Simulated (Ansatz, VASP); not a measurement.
# SnSe2 in VASP and in Ansatz

```
Sn Se
1.0
     3.81100    0.00000    0.00000
    -1.90550    3.30042    0.00000
     0.00000    0.00000    6.13700
Sn Se
1 2
Direct
  0.00000 0.00000 0.00000
  0.33333 0.66667 0.27444
  0.66667 0.33333 0.75000
```

Alike in both runs: task single point; functional PBEsol; k mesh 6 × 6 × 4; occupations gaussian, width 0.05 eV; no spin polarisation.

```csv
,VASP,Ansatz
version,VASP 6.6.1,Ansatz 0.2.0
potentials or method,"VASP PAW PBE potentials, release 64 (Sn_d, Se), cutoff 520 eV","scalar-relativistic, plane waves, PAW"
valence electrons in the cell,26,46
```

```csv
,VASP,Ansatz,Ansatz less VASP
gap on the k mesh at the Fermi level (eV),0.56,0.56,+0.002
least direct gap on the mesh (eV),0.93,0.94,+0.006
pressure (GPa),-0.2,-0.3,-0.10
"traceless stress, the component that is largest in VASP (GPa)",-0.93,-0.94,-0.008
rms of the force components (eV/Å),0.454,0.452,-0.0015
```

VASP's potentials were made for PBE, not for PBEsol. Atom by atom the forces differ by 0.010 eV/Å (rms over components). VASP's potentials hold 26 valence electrons a cell and Ansatz's 46, so a difference there can come from the potentials and not from the codes.
